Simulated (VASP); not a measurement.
# GaB2As3 (I-4m2) in VASP: single point with PBE

Aim: the single point of GaB2As3 with PBE.

Program: VASP 6.6.1. These are calculated values, not measurements. Logs are shortened: lines on timing, memory, paths and dates and some standing lists are left out, and cuts for length are marked.

## 1. The cell of the first run

Symmetry: I-4m2, No. 119, tetragonal system. Conventional cell: a = 3.679 Å, b = 3.679 Å, c = 15.607 Å, α = 90.00°, β = 90.00°, γ = 90.00°. Within 3.0 Å of Ga (site symmetry -4m2) lie 4 As at 2.25 Å. B (site symmetry 2mm) has 4 As at 2.25 Å within 3.0 Å. As (site symmetry 2mm) has 2 Ga at 2.25 Å and 2 B at 2.25 Å within 3.0 Å. As (site symmetry -4m2) has 4 B at 2.25 Å within 3.0 Å.

## 2. Single point, PBE

INCAR

```
SYSTEM = GaB2As3
PREC     = Accurate       ! precision mode
ENCUT    = 520            ! plane-wave cutoff, eV
EDIFF    = 1E-7           ! SCF threshold, eV
ISMEAR   = 0              ! smearing method
SIGMA    = 0.1            ! smearing width, eV
LREAL    = .False.        ! projectors in reciprocal space
LASPH    = .True.         ! aspherical terms in the spheres
NELM     = 80             ! most SCF steps
ALGO     = Normal         ! electronic algorithm
ISIF     = 2              ! what is computed and relaxed
LWAVE    = .False.        ! write WAVECAR
LCHARG   = .False.        ! write CHGCAR
GGA      = PE             ! functional
NBANDS   = 26             ! bands
```

KPOINTS

```
Automatic mesh
0
Gamma
  6 6 6
  0 0 0
```

POSCAR

```
GaB2As3
1.0
   -1.8392903800      1.8392903800      7.8034482100
    1.8392903800     -1.8392903800      7.8034482100
    1.8392903800      1.8392903800     -7.8034482100
Ga B As
1 2 3
Direct
    0.5000000000      0.5000000000      0.0000000000
    0.8333333300      0.8333333300      0.0000000000
    0.1666666700      0.1666666700      0.0000000000
    0.5833333300      0.0833333300      0.5000000000
    0.2500000000      0.7500000000      0.5000000000
    0.9166666700      0.4166666700      0.5000000000
```

Potentials or basis: VASP PAW PBE potentials, release 64 (Ga_d, B, As).

The run is started by

```
> cat potpaw_PBE.64/Ga_d/POTCAR potpaw_PBE.64/B/POTCAR potpaw_PBE.64/As/POTCAR > POTCAR
> mpirun -np 1 vasp_std > vasp.out
```

OUTCAR:

```text
SYSTEM = GaB2As3
   PREC = Accurate
   ENCUT = 520
   EDIFF = 1E-7
   ISMEAR = 0
   LREAL = .False.
   LASPH = .True.
   NELM = 80
   ISIF = 2
   GGA = PE

 ion  position               nearest neighbor table
   1  0.500  0.500  0.000-   4 2.25   6 2.25   4 2.25   6 2.25
   2  0.833  0.833  0.000-   5 2.25   5 2.25   6 2.25   6 2.25
   3  0.167  0.167  0.000-   5 2.25   5 2.25   4 2.25   4 2.25
   4  0.583  0.083  0.500-   1 2.25   1 2.25   3 2.25   3 2.25
   5  0.250  0.750  0.500-   2 2.25   3 2.25   2 2.25   3 2.25
   6  0.917  0.417  0.500-   1 2.25   1 2.25   2 2.25   2 2.25

  LATTYP: Found a body centered tetragonal cell.
 ALAT       =     3.6785807600
 C/A-ratio  =     4.2426406917

  Lattice vectors:

 A1 = (  -1.8392903800,   1.8392903800,   7.8034482100)
 A2 = (   1.8392903800,  -1.8392903800,   7.8034482100)
 A3 = (   1.8392903800,   1.8392903800,  -7.8034482100)

Analysis of symmetry for initial positions (statically):
=====================================================================
 Subroutine PRICEL returns:
 Original cell was already a primitive cell.

 Routine SETGRP: Setting up the symmetry group for a
 body centered tetragonal supercell.

 Subroutine GETGRP returns: Found  8 space group operations
 (whereof  8 operations were pure point group operations)
 out of a pool of 16 trial point group operations.

The static configuration has the point symmetry D_2d.

Analysis of symmetry for dynamics (positions and initial velocities):
=====================================================================
 Subroutine PRICEL returns:
 Original cell was already a primitive cell.

 Routine SETGRP: Setting up the symmetry group for a
 body centered tetragonal supercell.

 Subroutine GETGRP returns: Found  8 space group operations
 (whereof  8 operations were pure point group operations)
 out of a pool of 16 trial point group operations.

The dynamic configuration has the point symmetry D_2d.

 Subroutine INISYM returns: Found  8 space group operations
 (whereof  8 operations are pure point group operations),
 and found     1 'primitive' translations

----------------------------------------------------------------------------------------

                                     Primitive cell

  volume of cell :     105.5959

  direct lattice vectors                    reciprocal lattice vectors
    -1.839290380  1.839290380  7.803448210     0.000000000  0.271843971  0.064074238
     1.839290380 -1.839290380  7.803448210     0.271843971  0.000000000  0.064074238
     1.839290380  1.839290380 -7.803448210     0.271843971  0.271843971  0.000000000

  length of vectors
     8.225556648  8.225556648  8.225556648     0.279293130  0.279293130  0.384445430

  position of ions in fractional coordinates (direct lattice)
     0.500000000  0.500000000  0.000000000
     0.833333330  0.833333330  0.000000000
     0.166666670  0.166666670  0.000000000
     0.583333330  0.083333330  0.500000000
     0.250000000  0.750000000  0.500000000
     0.916666670  0.416666670  0.500000000

  ion indices of the primitive-cell ions
   primitive index   ion index
                 1           1
                 2           2
                 3           3
                 4           4
                 5           5
                 6           6

----------------------------------------------------------------------------------------

 KPOINTS: Automatic mesh

Automatic generation of k-mesh.
 Grid dimensions read from file:
 generate k-points for:    6    6    6

 Generating k-lattice:

  Cartesian coordinates                     Fractional coordinates (reciprocal lattice)
     0.000000000  0.045307328  0.010679040     0.166666667 -0.000000000  0.000000000
     0.045307328  0.000000000  0.010679040    -0.000000000  0.166666667  0.000000000
     0.045307328  0.045307328  0.000000000     0.000000000  0.000000000  0.166666667

  Length of vectors
     0.046548855  0.046548855  0.064074238

  Shift w.r.t. Gamma in fractional coordinates (k-lattice)
     0.000000000  0.000000000  0.000000000

 Subroutine IBZKPT returns following result:
 ===========================================

 Found     30 irreducible k-points:

 Following reciprocal coordinates:
            Coordinates               Weight
  0.000000  0.000000  0.000000      1.000000
  0.166667  0.000000 -0.000000      8.000000
  0.333333  0.000000 -0.000000      8.000000
  0.500000  0.000000 -0.000000      4.000000
  0.166667  0.166667 -0.000000      8.000000
  0.333333  0.166667 -0.000000     16.000000
[... 16 lines left out ...]
 -0.333333 -0.333333  0.166667      8.000000
 -0.166667 -0.333333  0.166667      8.000000
 [... further k-points ...]
   k-points           NKPTS =     30   k-points in BZ     NKDIM =     30   number of bands    NBANDS=     26
   number of dos      NEDOS =    301   number of ions     NIONS =      6
   total plane-waves  NPLWV = 262144
   dimension x,y,z NGX =    64 NGY =   64 NGZ =   64
   dimension x,y,z NGXF=   128 NGYF=  128 NGZF=  128
   ions per type =               1   2   3
   NGX,Y,Z   is equivalent  to a cutoff of  12.93, 12.93, 12.93 a.u.
   NGXF,Y,Z  is equivalent  to a cutoff of  25.87, 25.87, 25.87 a.u.
 SYSTEM =  GaB2As3
   PREC   = accura    normal or accurate (medium, high low for compatibility)
   ISTART =      0    job   : 0-new  1-cont  2-samecut
   ICHARG =      2    charge: 1-file 2-atom 10-const
   ISPIN  =      1    spin polarized calculation?
   LNONCOLLINEAR =      F non collinear calculations
   LSORBIT =      F    spin-orbit coupling
   LASPH  =      T    aspherical Exc in radial PAW
   ENCUT  =  520.0 eV  38.22 Ry    6.18 a.u.  15.29 15.29 15.29*2*pi/ulx,y,z
   NELM   =     80;   NELMIN=  2; NELMDL= -5     # of ELM steps
   EDIFF  = 0.1E-06   stopping-criterion for ELM
   LREAL  =      F    real-space projection
   EDIFFG = 0.1E-05   stopping-criterion for IOM
   NSW    =      0    number of steps for IOM
   IBRION =     -1    ionic relax: 0-MD 1-quasi-New 2-CG
   NFREE  =      0    steps in history (QN), initial steepest desc. (CG)
   ISIF   =      2    stress and relaxation
   ISYM   =      2    0-nonsym 1-usesym 2-fastsym
   POTIM  = 0.5000    time-step for ionic-motion
   TEBEG  =    0.0;   TEEND  =   0.0 temperature during run
   PSTRESS=    0.0 pullay stress
   NELECT =      34.0000    total number of electrons
   NUPDOWN=      -1.0000    fix difference up-down
   EMIN   =  10.00;   EMAX   =-10.00  energy-range for DOS
   EFERMI =   0.00;   METHOD = LEGACY
   ISMEAR =     0;   SIGMA  =   0.10  broadening in eV -4-tet -1-fermi 0-gaus
   EFERMI_NEDOS =   21; number of points for ismear=-14 and -15
   IALGO  =     38    algorithm
   IMIX   =      4    mixing-type and parameters
     AMIX     =   0.40;   BMIX     =  1.00
     AMIX_MAG =   1.60;   BMIX_MAG =  1.00
  volume/ion in A,a.u.               =      17.60       118.77
  Fermi-wavevector in a.u.,A,eV,Ry     =   1.122067  2.120399 17.130200  1.259034
  Thomas-Fermi vector in A             =   2.258725
   LORBIT       =      0    0 simple, 1 ext, 2 COOP (PROOUT), +10 PAW based schemes
   GGA     = PE    functional components
   LHFCALC =     F    Hartree Fock is set to
   AEXX    =    0.0000 exact exchange contribution
   IVDW    =     0    specifies the selected vdW correction
   LEPSILON=     F    determine dielectric tensor
   LRPA    =     F    only Hartree local field effects (RPA)
 non-spin polarized calculation
 Gauss-broadening in eV      SIGMA  =   0.10
  energy-cutoff  :      520.00
  volume of cell :      105.60
 maximum number of plane-waves:      2862
 NGX is ok and might be reduce to    64
   NGX = 31   NGY = 31   NGZ = 31

 number of electron      33.9999997 magnetization

 Free energy of the ion-electron system (eV)
  ---------------------------------------------------
  ext. energy  EPLUGINS =         0.00000000
  ---------------------------------------------------
  free energy    TOTEN  =       -28.94190493 eV

  energy without entropy =      -28.94190493  energy(sigma->0) =      -28.94190493

 E-fermi :   5.1217     XC(G=0):  -9.9279

 val. band max:        4.6764568660   @ k =   0.0000   0.0000   0.0000
 cond. band min:       5.7951726296   @ k =   0.0000   0.0000   0.0000
 fundamental gap:      1.1187157636
 Fermi energy:         5.1217047079

 k-point     1 :       0.0000    0.0000    0.0000
  band No.  band energies     occupation
      1     -10.7819      2.00000
      2     -10.5802      2.00000
      3     -10.5802      2.00000
      4     -10.5058      2.00000
      5     -10.4677      2.00000
      6      -9.3253      2.00000
[... 18 lines left out ...]
     25       7.8630      0.00000
     26      11.8165      0.00000

 k-point     2 :       0.1667    0.0000   -0.0000
  band No.  band energies     occupation
      1     -10.7696      2.00000
      2     -10.6135      2.00000
      3     -10.5789      2.00000
      4     -10.4964      2.00000
      5     -10.4735      2.00000
      6      -9.0467      2.00000
[... 18 lines left out ...]
     25       9.6264      0.00000
     26      10.6892      0.00000

 k-point     3 :       0.3333    0.0000   -0.0000
  band No.  band energies     occupation
      1     -10.7470      2.00000
      2     -10.6656      2.00000
      3     -10.5763      2.00000
      4     -10.4852      2.00000
      5     -10.4814      2.00000
      6      -8.2758      2.00000
[... 18 lines left out ...]
     25      10.1710      0.00000
     26      10.8431      0.00000

 k-point     4 :       0.5000    0.0000   -0.0000
  band No.  band energies     occupation
      1     -10.7373      2.00000
      2     -10.6870      2.00000
      3     -10.5750      2.00000
      4     -10.4910      2.00000
      5     -10.4743      2.00000
      6      -7.3999      2.00000
[... 18 lines left out ...]
     25       9.8897      0.00000
     26      10.5598      0.00000
[... 496 lines left out ...]
      1     -10.7476      2.00000
      2     -10.6653      2.00000
      3     -10.5763      2.00000
      4     -10.4852      2.00000
      5     -10.4813      2.00000
      6      -8.1797      2.00000
[... 18 lines left out ...]
     25      10.7406      0.00000
     26      11.4472      0.00000

 k-point    23 :      -0.3333   -0.3333    0.1667
  band No.  band energies     occupation
      1     -10.7588      2.00000
      2     -10.6280      2.00000
      3     -10.5837      2.00000
      4     -10.4908      2.00000
      5     -10.4802      2.00000
      6      -8.6461      2.00000
[... 18 lines left out ...]
     25       9.8878      0.00000
     26      10.5681      0.00000

 k-point    24 :      -0.1667   -0.3333    0.1667
  band No.  band energies     occupation
      1     -10.7706      2.00000
      2     -10.6132      2.00000
      3     -10.5789      2.00000
      4     -10.4963      2.00000
      5     -10.4735      2.00000
      6      -8.9645      2.00000
[... 18 lines left out ...]
     25       9.9994      0.00000
     26      10.4769      0.00000

 [... further k-points ...]
[... 5 lines left out ...]
  --------------------------------------------------------------------------------------
  -------------------------------------------------------------------------------------
  Total        0.0363223      0.0363223     -0.5323019      0.0000000      0.0000000     -0.0000000
  in kB        0.5511073      0.5511073     -8.0764670      0.0000000      0.0000000     -0.0000000
  external PRESSURE =      -2.3247508 kB  Pullay stress =       0.0000000 kB

 VOLUME and BASIS-vectors are now :
 -----------------------------------------------------------------------------
  energy-cutoff  :      520.00
  volume of cell :      105.60
      direct lattice vectors                 reciprocal lattice vectors
    -1.839290380  1.839290380  7.803448210     0.000000000  0.271843971  0.064074238
     1.839290380 -1.839290380  7.803448210     0.271843971  0.000000000  0.064074238
     1.839290380  1.839290380 -7.803448210     0.271843971  0.271843971  0.000000000

 POSITION                                       TOTAL-FORCE (eV/Angst)
 -----------------------------------------------------------------------------------
      0.00000      0.00000      7.80345         0.000000      0.000000      0.000000
      0.00000      0.00000     13.00575         0.000000      0.000000     -0.214411
      0.00000      0.00000      2.60115         0.000000      0.000000      0.214411
      0.00000      1.83929      1.30057        -0.000000     -0.000000      4.000900
      1.83929     -0.00000      3.90172         0.000000      0.000000     -0.000000
      0.00000      1.83929      6.50287         0.000000      0.000000     -4.000900
 -----------------------------------------------------------------------------------
    total drift:                               -0.000000      0.000000      0.000000

  FREE ENERGIE OF THE ION-ELECTRON SYSTEM (eV)
  ---------------------------------------------------
  free  energy   TOTEN  =       -28.9419049277 eV

  energy  without entropy=      -28.9419049277  energy(sigma->0) =      -28.94190493
```

It took 2.9 min on 1 thread of Intel Xeon 6975P-C (Granite Rapids), shared host; peak memory 0.57 GiB.

What came out:

```
Free energy            : -28.9419 eV
Pressure               : -0.2 GPa
Largest force          : 4.001 eV/Å
Band gap on the k mesh : 1.12 eV, direct
```

Forces in eV/Å, atoms in the order of the input:
```
Ga   0.000  0.000  0.000
B    0.000  0.000 -0.214
B    0.000  0.000  0.214
As   0.000  0.000  4.001
As   0.000  0.000  0.000
As   0.000  0.000 -4.001
```

Caveat: forces of over 1 eV/Å act on the atoms, so gaps and moduli don't describe the material at rest.
